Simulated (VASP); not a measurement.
# LiF (I4/mmm) in VASP: further runs, part 2 of 3

VASP 6.6.1. Earlier steps stand in the parts before.

### Step 3. Single point, r2SCAN (strain -0.0450 x Voigt [1, 1, 0, 0, 0, 0])

File POSCAR:

```
LiF
1.0
    0.0000000000      1.9233700000      2.0140000000
    1.9233700000      0.0000000000      2.0140000000
    1.9233700000      1.9233700000      0.0000000000
Li F
1 1
Direct
    0.0000000000      0.0000000000      0.0000000000
    0.5000000000      0.5000000000      0.5000000000
```

File INCAR.step1:

```
SYSTEM = LiF
PREC = Accurate
ENCUT = 520
ISMEAR = 0
SIGMA = 0.05
LREAL = .False.
LASPH = .True.
NELM = 60
NBANDS = 12
GGA = PE
ALGO = Normal
EDIFF = 1E-4
LWAVE = .True.
LCHARG = .False.
```

File INCAR.step2:

```
SYSTEM = LiF
PREC = Accurate
ENCUT = 520
EDIFF = 1E-6
ISMEAR = 0
SIGMA = 0.05
LREAL = .False.
LASPH = .True.
NELM = 60
ALGO = Normal
ISIF = 2
LWAVE = .False.
LCHARG = .True.
METAGGA = R2SCAN
LMIXTAU = .True.
LELF = .True.
LVHAR = .True.
NBANDS = 12
ISTART = 1
```

File KPOINTS:

```
Automatic mesh
0
Gamma
  10 10 10
  0 0 0
```

Potentials or basis: VASP PAW PBE potentials, release 64 (Li_sv, F).

Run with:

```sh
$ cat potpaw_PBE.64/Li_sv/POTCAR potpaw_PBE.64/F/POTCAR > POTCAR
$ cp INCAR.step1 INCAR
$ mpirun -np 1 vasp_std > vasp.out
$ cp INCAR.step2 INCAR
$ mpirun -np 1 vasp_std > vasp.out
```

It used 38 s of CPU time on 1 thread of Intel(R) Xeon(R) Platinum 8488C (Sapphire Rapids) (shared host).

Results (log left out):

```yaml
Free_energy: -11.8780 eV
Band_gap_on_the_k_mesh: 11.13 eV, direct
```

Levels at points of the mesh, in eV from the valence-band top:
```tsv
k point	band 2	band 3	band 4	band 5	band 6	band 7	band 8	band 9
(0.00, 0.00, 0.00)	-21.42	-0.10	-0.10	0.00	11.13	26.12	26.51	26.52
(0.50, 0.00, 0.00)	-20.95	-2.83	-0.40	-0.28	12.30	19.25	20.73	21.66
(0.50, 0.50, 0.00)	-20.66	-3.52	-1.11	-1.11	16.35	18.31	20.33	23.57
(0.50, 0.00, 0.50)	-20.59	-3.47	-1.43	-1.11	17.28	17.64	20.30	22.41
```

Caveat: the cell differs from its parent crystal (strain -0.0450 x Voigt [1, 1, 0, 0, 0, 0]); the cutoff is under 1.25 times the usual one of these potentials, so pressure, stress and relaxed cells hold a basis-set (Pulay) error; the PAW data sets were made with another functional, which shifts forces and pressure a little. A k mesh can miss the band edges.

### Step 4. Single point, r2SCAN (strain -0.0300 x Voigt [1, 1, 0, 0, 0, 0])

File POSCAR:

```
LiF
1.0
    0.0000000000      1.9535800000      2.0140000000
    1.9535800000      0.0000000000      2.0140000000
    1.9535800000      1.9535800000      0.0000000000
Li F
1 1
Direct
    0.0000000000      0.0000000000      0.0000000000
    0.5000000000      0.5000000000      0.5000000000
```

File INCAR.step1:

```
  ALGO = Normal
  EDIFF = 1E-4
  ENCUT = 520
  GGA = PE
  ISMEAR = 0
  LASPH = True
  LCHARG = False
  LREAL = False
  LWAVE = True
  NBANDS = 12
  NELM = 80
  PREC = Accurate
  SIGMA = 0.05
```

File INCAR.step2:

```
  ALGO = Normal
  EDIFF = 1E-6
  ENCUT = 520
  ISIF = 2
  ISMEAR = 0
  ISTART = 1
  LASPH = True
  LCHARG = False
  LMIXTAU = True
  LREAL = False
  LWAVE = False
  METAGGA = R2SCAN
  NBANDS = 12
  NELM = 80
  PREC = Accurate
  SIGMA = 0.05
```

File KPOINTS:

```
k-points
0
Gamma
  10 10 10
```

Potentials or basis: VASP PAW PBE potentials, release 64 (Li_sv, F).

Run with:

```sh
$ cat potpaw_PBE.64/Li_sv/POTCAR potpaw_PBE.64/F/POTCAR > POTCAR
$ cp INCAR.step1 INCAR
$ mpirun -np 1 vasp_std > vasp.out
$ cp INCAR.step2 INCAR
$ mpirun -np 1 vasp_std > vasp.out
```

OUTCAR:

```text
EDIFF = 1E-6
   ENCUT = 520
   ISIF = 2
   ISMEAR = 0
   ISTART = 1
   LASPH = True
   LREAL = False
   METAGGA = R2SCAN
   NELM = 80
   PREC = Accurate

 ion  position               nearest neighbor table
   1  0.000  0.000  0.000-   2 1.95   2 1.95   2 1.95   2 1.95   2 2.01   2 2.01
   2  0.500  0.500  0.500-   1 1.95   1 1.95   1 1.95   1 1.95   1 2.01   1 2.01

  LATTYP: Found a body centered tetragonal cell.
 ALAT       =     2.7627793312
 C/A-ratio  =     1.4579521262

  Lattice vectors:

 A1 = (  -1.9535800000,   0.0000000000,   2.0140000000)
 A2 = (   1.9535800000,   0.0000000000,   2.0140000000)
 A3 = (   0.0000000000,   1.9535800000,  -2.0140000000)

Analysis of symmetry for initial positions (statically):
=====================================================================
 Subroutine PRICEL returns:
 Original cell was already a primitive cell.

 Routine SETGRP: Setting up the symmetry group for a
 body centered tetragonal supercell.

 Subroutine GETGRP returns: Found 16 space group operations
 (whereof 16 operations were pure point group operations)
 out of a pool of 16 trial point group operations.

The static configuration has the point symmetry D_4h.

Analysis of symmetry for dynamics (positions and initial velocities):
=====================================================================
 Subroutine PRICEL returns:
 Original cell was already a primitive cell.

 Routine SETGRP: Setting up the symmetry group for a
 body centered tetragonal supercell.

 Subroutine GETGRP returns: Found 16 space group operations
 (whereof 16 operations were pure point group operations)
 out of a pool of 16 trial point group operations.

The dynamic configuration has the point symmetry D_4h.

 Subroutine INISYM returns: Found 16 space group operations
 (whereof 16 operations are pure point group operations),
 and found     1 'primitive' translations

----------------------------------------------------------------------------------------

                                     Primitive cell

  volume of cell :      15.3728

  direct lattice vectors                    reciprocal lattice vectors
     0.000000000  1.953580000  2.014000000    -0.255940376  0.255940376  0.248262165
     1.953580000  0.000000000  2.014000000     0.255940376 -0.255940376  0.248262165
     1.953580000  1.953580000  0.000000000     0.255940376  0.255940376 -0.248262165

  length of vectors
     2.805828009  2.805828009  2.762779331     0.438913493  0.438913493  0.438913493

  position of ions in fractional coordinates (direct lattice)
     0.000000000  0.000000000  0.000000000
     0.500000000  0.500000000  0.500000000

  ion indices of the primitive-cell ions
   primitive index   ion index
                 1           1
                 2           2

----------------------------------------------------------------------------------------

 KPOINTS: k-points

Automatic generation of k-mesh.
 Grid dimensions read from file:
 generate k-points for:   10   10   10

 Generating k-lattice:

  Cartesian coordinates                     Fractional coordinates (reciprocal lattice)
    -0.025594038  0.025594038  0.024826216     0.100000000 -0.000000000  0.000000000
     0.025594038 -0.025594038  0.024826216    -0.000000000  0.100000000  0.000000000
     0.025594038  0.025594038 -0.024826216     0.000000000  0.000000000  0.100000000

  Length of vectors
     0.043891349  0.043891349  0.043891349

  Shift w.r.t. Gamma in fractional coordinates (k-lattice)
     0.000000000  0.000000000  0.000000000

 Subroutine IBZKPT returns following result:
 ===========================================

 Found    102 irreducible k-points:

 Following reciprocal coordinates:
            Coordinates               Weight
  0.000000  0.000000  0.000000      1.000000
  0.100000 -0.000000  0.000000      8.000000
  0.200000 -0.000000  0.000000      8.000000
  0.300000 -0.000000  0.000000      8.000000
  0.400000 -0.000000  0.000000      8.000000
  0.500000  0.000000  0.000000      4.000000
[... 16 lines left out ...]
[... 29 lines left out ...]
   POTIM  = 0.5000    time-step for ionic-motion
   TEBEG  =    0.0;   TEEND  =   0.0 temperature during run
   PSTRESS=    0.0 pullay stress
   NELECT =      10.0000    total number of electrons
   NUPDOWN=      -1.0000    fix difference up-down
   EMIN   =  10.00;   EMAX   =-10.00  energy-range for DOS
   EFERMI =   0.00;   METHOD = LEGACY
   ISMEAR =     0;   SIGMA  =   0.05  broadening in eV -4-tet -1-fermi 0-gaus
   EFERMI_NEDOS =   21; number of points for ismear=-14 and -15
   IALGO  =     38    algorithm
   IMIX   =      4    mixing-type and parameters
     AMIX     =   0.40;   BMIX     =  1.00
     AMIX_MAG =   1.60;   BMIX_MAG =  1.00
  volume/ion in A,a.u.               =       7.69        51.87
  Fermi-wavevector in a.u.,A,eV,Ry     =   1.418483  2.680545 27.376211  2.012095
  Thomas-Fermi vector in A             =   2.539604
   LORBIT       =      0    0 simple, 1 ext, 2 COOP (PROOUT), +10 PAW based schemes
   METAGGA = R2SCAN    functional components
   LHFCALC =     F    Hartree Fock is set to
   AEXX    =    0.0000 exact exchange contribution
   IVDW    =     0    specifies the selected vdW correction
   LEPSILON=     F    determine dielectric tensor
   LRPA    =     F    only Hartree local field effects (RPA)
 non-spin polarized calculation
 Gauss-broadening in eV      SIGMA  =   0.05
  energy-cutoff  :      520.00
  volume of cell :       15.37
 maximum number of plane-waves:       424
 NGX is ok and might be reduce to    24
   NGX = 11   NGY = 11   NGZ = 11

 number of electron      10.0000001 magnetization

 Free energy of the ion-electron system (eV)
  ---------------------------------------------------
  ext. energy  EPLUGINS =         0.00000000
  ---------------------------------------------------
  free energy    TOTEN  =       -11.89584613 eV

  energy without entropy =      -11.89584613  energy(sigma->0) =      -11.89584613

 E-fermi :  -0.7762     XC(G=0): -10.8706

 val. band max:       -1.2160949930   @ k =   0.0000   0.0000   0.0000
 cond. band min:       9.6112230320   @ k =   0.0000   0.0000   0.0000
 fundamental gap:     10.8273180250
 Fermi energy:        -0.7761990038

 k-point     1 :       0.0000    0.0000    0.0000
  band No.  band energies     occupation
      1     -43.2116      2.00000
      2     -22.5266      2.00000
      3      -1.2839      2.00000
      4      -1.2839      2.00000
      5      -1.2161      2.00000
      6       9.6112      0.00000
      7      24.6760      0.00000
      8      24.9394      0.00000
      9      24.9395      0.00000
     10      25.1519      0.00000
     11      25.9973      0.00000
     12      25.9974      0.00000
[... 331 lines left out ...]
 k-point    24 :       0.4000    0.3000    0.0000
  band No.  band energies     occupation
      1     -43.1402      2.00000
      2     -21.9733      2.00000
      3      -3.7836      2.00000
      4      -2.1851      2.00000
      5      -2.0534      2.00000
      6      13.4307      0.00000
      7      17.2418      0.00000
      8      19.5431      0.00000
      9      21.6219      0.00000
     10      22.6404      0.00000
     11      35.5789      0.00000
     12      36.5743      0.00000

 [... further k-points ...]
[... 5 lines left out ...]
  --------------------------------------------------------------------------------------
  -------------------------------------------------------------------------------------
  Total        0.3195452      0.3195452     -0.0153332      0.0000000     -0.0000000      0.0000000
  in kB       33.3035909     33.3035909     -1.5980570      0.0000000     -0.0000000      0.0000000
  external PRESSURE =      21.6697082 kB  Pullay stress =       0.0000000 kB

 VOLUME and BASIS-vectors are now :
 -----------------------------------------------------------------------------
  energy-cutoff  :      520.00
  volume of cell :       15.37
      direct lattice vectors                 reciprocal lattice vectors
     0.000000000  1.953580000  2.014000000    -0.255940376  0.255940376  0.248262165
     1.953580000  0.000000000  2.014000000     0.255940376 -0.255940376  0.248262165
     1.953580000  1.953580000  0.000000000     0.255940376  0.255940376 -0.248262165

 POSITION                                       TOTAL-FORCE (eV/Angst)
 -----------------------------------------------------------------------------------
      0.00000      0.00000      0.00000         0.000000      0.000000      0.000000
      1.95358      1.95358      2.01400         0.000000      0.000000      0.000000
 -----------------------------------------------------------------------------------
    total drift:                               -0.000000     -0.000000      0.000000

  FREE ENERGIE OF THE ION-ELECTRON SYSTEM (eV)
  ---------------------------------------------------
  free  energy   TOTEN  =       -11.8958461272 eV

  energy  without entropy=      -11.8958461272  energy(sigma->0) =      -11.89584613
```

OUTCAR.step1:

```text
EDIFF = 1E-4
   ENCUT = 520
   GGA = PE
   ISMEAR = 0
   LASPH = True
[... 582 lines left out ...]
 -----------------------------------------------------------------------------------
      0.00000      0.00000      0.00000        -0.000000      0.000000      0.000000
      1.95358      1.95358      2.01400         0.000000     -0.000000      0.000000
 -----------------------------------------------------------------------------------
    total drift:                               -0.000000     -0.000000      0.000000

  FREE ENERGIE OF THE ION-ELECTRON SYSTEM (eV)
  ---------------------------------------------------
  free  energy   TOTEN  =        -9.6060178015 eV

  energy  without entropy=       -9.6060178015  energy(sigma->0) =       -9.60601780
```

OSZICAR.step1:

```text
N       E                     dE             d eps       ncg     rms          rms(c)
DAV:   1     0.301312511861E+02    0.30131E+02   -0.54793E+03  2520   0.852E+02
DAV:   2    -0.917506434274E+01   -0.39306E+02   -0.38548E+02  2952   0.189E+02
DAV:   3    -0.101104390489E+02   -0.93537E+00   -0.93223E+00  3164   0.253E+01
DAV:   4    -0.101192952895E+02   -0.88562E-02   -0.88558E-02  2812   0.259E+00
DAV:   5    -0.101193847007E+02   -0.89411E-04   -0.89411E-04  3224   0.203E-01    0.455E+00
DAV:   6    -0.959511694266E+01    0.52427E+00   -0.24141E+00  2764   0.982E+00    0.134E+00
DAV:   7    -0.959943973313E+01   -0.43228E-02   -0.20631E-02  3256   0.126E+00    0.850E-01
DAV:   8    -0.960599991308E+01   -0.65602E-02   -0.14076E-02  3000   0.124E+00    0.107E-01
DAV:   9    -0.960601780148E+01   -0.17888E-04   -0.91326E-04  2812   0.274E-01
   1 F= -.96060178E+01 E0= -.96060178E+01  d E =-.217254E-19
```

It used 32 s of CPU time on 1 thread of Intel(R) Xeon(R) Platinum 8488C (Sapphire Rapids), on a shared host.

Results:

```yaml
Free_energy: -11.8958 eV
Band_gap_on_the_k_mesh: 10.83 eV, direct
```

Levels at points of the mesh, in eV from the valence-band top:
```csv
k point,band 3,band 4,band 5,band 6,band 7,band 8
"(0.00, 0.00, 0.00)",-0.07,-0.07,0.00,10.83,25.89,26.16
"(0.50, 0.00, 0.00)",-2.72,-0.34,-0.27,12.14,18.87,20.62
"(0.50, 0.50, 0.00)",-3.34,-1.08,-1.08,16.25,18.00,19.90
"(0.50, 0.00, 0.50)",-3.31,-1.28,-1.08,16.85,17.57,19.89
```

Caveat: the cell differs from its parent crystal (strain -0.0300 x Voigt [1, 1, 0, 0, 0, 0]); the cutoff is under 1.25 times the usual one of these potentials, so pressure, stress and relaxed cells hold a basis-set (Pulay) error; the PAW data sets were made with another functional, which shifts forces and pressure a little.

(Continued in part 3 of 3.)
